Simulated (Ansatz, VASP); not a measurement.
# Mg: VASP beside Ansatz

```
Mg
1.0
    -1.85854    1.85854    1.85854
     1.85854   -1.85854    1.85854
     1.85854    1.85854   -1.85854
Mg
1
Direct
  0.00000 0.00000 0.00000
```

Alike in both runs: task single point; functional PBE; k mesh 14 × 14 × 14; occupations fermi-dirac, width 0.1 eV; no spin polarisation.

|  | VASP | Ansatz |
| --- | --- | --- |
| version | VASP 6.6.1 | Ansatz 0.2.0 |
| potentials or method | VASP PAW PBE potentials, release 64 (Mg), cutoff 520 eV | plane waves (420 eV) with PAW, scalar-relativistic |
| valence electrons in the cell | 2 | 10 |

Ansatz gave:

* pressure (GPa): -3.1

Task: Estimate VASP's values.

Result: Pressure (GPa): -3.3.

The functional is the same, so the differences come from potentials, cutoffs and numerics. VASP's potentials hold 2 valence electrons a cell and Ansatz's 10, so a difference there can come from the potentials and not from the codes.
